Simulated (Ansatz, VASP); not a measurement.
# Two plane-wave programs on MoSe

The input INCAR:

```
SYSTEM = MoSe
PREC     = Accurate       ! precision mode
ENCUT    = 520            ! plane-wave cutoff, eV
EDIFF    = 1E-6           ! SCF threshold, eV
ISMEAR   = 0              ! smearing method
SIGMA    = 0.05           ! smearing width, eV
LREAL    = .FALSE.        ! projectors in reciprocal space
LASPH    = .TRUE.         ! aspherical terms in the spheres
NELM     = 150            ! most SCF steps
ALGO     = Normal         ! electronic algorithm
ISIF     = 2              ! what is computed and relaxed
LWAVE    = .FALSE.        ! write WAVECAR
LCHARG   = .FALSE.        ! write CHGCAR
ISPIN    = 2              ! spin polarisation
MAGMOM   = 0.97 0         ! initial moments
LORBIT   = 11             ! projections on sites
LMAXMIX  = 4              ! l up to which the mixer works
GGA      = PE             ! functional
NBANDS   = 21             ! bands
```

KPOINTS

```
regular mesh
0
G
  10 10 10
  0 0 0
```

The input POSCAR:

```
MoSe
1.0
    0.0000000000      2.8405191460      2.8405191460
    2.8405191460      0.0000000000      2.8405191460
    2.8405191460      2.8405191460      0.0000000000
Mo Se
1 1
Direct
    0.0000000000      0.0000000000      0.0000000000
    0.2500000000      0.2500000000      0.2500000000
```

Input for Ansatz:

```yaml
crystal:
  lattice:
    - [0.0, 2.840519146, 2.840519146]
    - [2.840519146, 0.0, 2.840519146]
    - [2.840519146, 2.840519146, 0.0]
  atoms:
    - { symbol: Mo, position: [0.0, 0.0, 0.0], spin: 0.97 }
    - { symbol: Se, position: [0.25, 0.25, 0.25] }
basis:
  ecutwfc: 420
  ecutrho_ratio: 4
kpoints:
  mp_grid: { grid: [10, 10, 10] }
hamiltonian:
  xc: pbe
scf:
  occupations: { method: gaussian, width: 0.05 }
output:
  forces: true
  stress: true
  eigenvalues: true
  populations: true
magnetization:
  spin_polarized: true
```

Alike in both runs: task single point; functional PBE; k mesh 10 × 10 × 10; occupations gaussian, width 0.05 eV; collinear spin.

```csv
,VASP,Ansatz
version,VASP 6.6.1,Ansatz 0.2.0
potentials or method,"VASP PAW PBE potentials, release 64 (Mo_sv, Se), cutoff 520 eV","scalar-relativistic, plane waves, PAW"
valence electrons in the cell,20,30
```

|  | VASP | Ansatz | Ansatz less VASP |
| --- | --- | --- | --- |
| gap on the k mesh at the Fermi level (eV) | none | none | - |
| pressure (GPa) | 0.1 | -0.1 | -0.17 |
| net moment per atom (μB) | 0.59 | 0.59 | +0.001 |
| size of the moment on the site where the two differ most (μB) | 1.04 | 0.83 | -0.214 |

Site moments also hang on the region over which each program counts them. A gap of «none» marks a metal or a gap that the smearing closes. The functional is the same, so the differences come from potentials, cutoffs and numerics. VASP's potentials hold 20 valence electrons a cell and Ansatz's 30, so a difference there can come from the potentials and not from the codes.
